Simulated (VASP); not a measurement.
Runs of VASP 6.6.1 on CdO (lda). The structure is that of space group Fm-3m (No. 225), or close to it. The cells are those of the table. 

```csv
task,cell,k mesh,smearing,gap on the mesh (eV),pressure (GPa)
single point,"a = 3.277 Å, angles 60.0°, 2 atoms",14 × 14 × 14,gaussian 0.1 eV,none,(a)
single point,"a = 3.012 Å, angles 60.0°, 2 atoms",16 × 16 × 16,gaussian 0.1 eV,0.15,(b)
relaxation of cell and atoms,"relaxed to 150 GPa from a = 2.890 Å, angles 60.0°, 2 atoms",14 × 14 × 14,gaussian 0.01 eV,0.44,150.0
single point,"a = 3.086 Å, angles 60.0°, 2 atoms",14 × 14 × 14,gaussian 0.1 eV,none,49.8
single point,"a = 2.890 Å, angles 60.0°, 2 atoms",14 × 14 × 14,gaussian 0.01 eV,0.49,161.9
```

Alike in all rows: level LDA; potentials or basis VASP PAW LDA potentials, release 64 (Cd, O); no spin polarisation; cutoff (eV) 600.

Problem. Fill in the values left out.

Solution. (a) 2.0; (b) 81.7.

Caveats: the cell is relaxed towards a set pressure, so the enthalpy falls and the energy may rise (some runs).

A k mesh can miss the band edges, and the runs leave out spin-orbit coupling on Cd.

A gap of «none» marks levels without a gap at the run's occupations.
